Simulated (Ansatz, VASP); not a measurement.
# Two plane-wave programs on SnC3

```xyz
4
Lattice="2.9789 0.0000 0.0000 0.0000 2.9789 0.0000 0.0000 0.0000 4.6435" Properties=species:S:1:pos:R:3 pbc="T T T"
C     1.4894    0.0000    3.8094
C     1.4894    1.4894    0.0000
C     0.0000    1.4894    0.8341
Sn    0.0000    0.0000    2.3218
```

Alike in both runs: task single point; functional PBEsol; k mesh 6 × 6 × 4; occupations methfessel-paxton of order 1, width 0.2 eV; no spin polarisation.

|  | VASP | Ansatz |
| --- | --- | --- |
| version | VASP 6.6.1 | Ansatz 0.2.0 |
| potentials or method | VASP PAW PBE potentials, release 64 (C, Sn_d) | plane waves |
| plane-wave cutoff (eV) | 520 | 420 |
| valence electrons in the cell | 26 | 26 |

VASP gave:

* pressure (GPa): -3.0
* traceless stress, the component that is largest in VASP (GPa): 0.18
* rms of the force components (eV/Å): 0.125

Task: What did Ansatz give for the same quantities?

Result: Pressure (GPa): -3.1; traceless stress, the component that is largest in VASP (GPa): 0.28; rms of the force components (eV/Å): 0.131.

VASP's potentials were made for PBE, not for PBEsol. Atom by atom the forces differ by 0.006 eV/Å (rms over components).
